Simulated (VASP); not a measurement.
Ir:

```xyz
1
Lattice="2.3543 0.0000 0.0000 -1.1772 2.0389 0.0000 0.0000 0.0000 2.2500" Properties=species:S:1:pos:R:3 pbc="T T T"
Ir    0.0000    0.0000    0.0000
```

Base run:

```yaml
Program: VASP 6.6.1
Functional: PBE
Potentials_or_basis: VASP PAW PBE potentials, release 64 (Ir_sv_GW)
Cutoff: 500 eV
k_mesh: 16 × 16 × 15
Occupations: fermi-dirac, width 0.05 eV
Spin: no spin polarisation
```

Its results: pressure 275.0 GPa.

Q: The run is repeated on the same cell with these changes: potentials or basis from VASP PAW PBE potentials, release 64 (Ir_sv_GW) to VASP PAW PBE potentials, release 64 (Ir); cutoff from 500 eV to 520 eV; further incar settings from ALGO = Normal; EDIFF = 1e-06; NBANDS = 14 to ALGO = Normal; EDIFF = 1e-06; NBANDS = 10; valence electrons from 17 to 9. What comes out?

A: Pressure 280.9 GPa.
